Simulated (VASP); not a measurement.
Ti, 1 atom in the cell. The structure is cubic, space group Im-3m (No. 229). Conventional cell: a = 3.282 Å, b = 3.282 Å, c = 3.282 Å, α = 90.00°, β = 90.00°, γ = 90.00°. Ti (site symmetry m-3m) has 14 Ti at 2.84 to 3.28 Å within 3.7 Å. 

| Property | Result |
| --- | --- |
| Program | VASP 6.6.1 |
| Task | single point |
| Functional | PBE |
| Potentials or basis | VASP PAW PBE potentials, release 64 (Ti_sv) |
| Cutoff | 520 eV |
| k mesh | 10 × 10 × 10 |
| Occupations | fermi-dirac, width 0.1 eV |
| Spin | no spin polarisation |
| Dipole correction | no |
| Further INCAR settings | ALGO = Normal; EDIFF = 1e-07; NBANDS = 12 |

Potentials or basis: VASP PAW PBE potentials, release 64 (Ti_sv).

Launch:

```sh
$ cat potpaw_PBE.64/Ti_sv/POTCAR > POTCAR
$ mpirun -np 1 vasp_std > vasp.out
```

Hardware: 1 thread of Intel(R) Xeon(R) Platinum 8259CL CPU @ 2.50GHz (Skylake/Cascade Lake), with other jobs on the host.

How long does it take, and how much memory?

Run time: 9.2 s on 1 thread of Intel(R) Xeon(R) Platinum 8259CL CPU @ 2.50GHz (Skylake/Cascade Lake), with other jobs on the host, peak memory 0.14 GiB. Counts: scf iterations 14, k points 47.
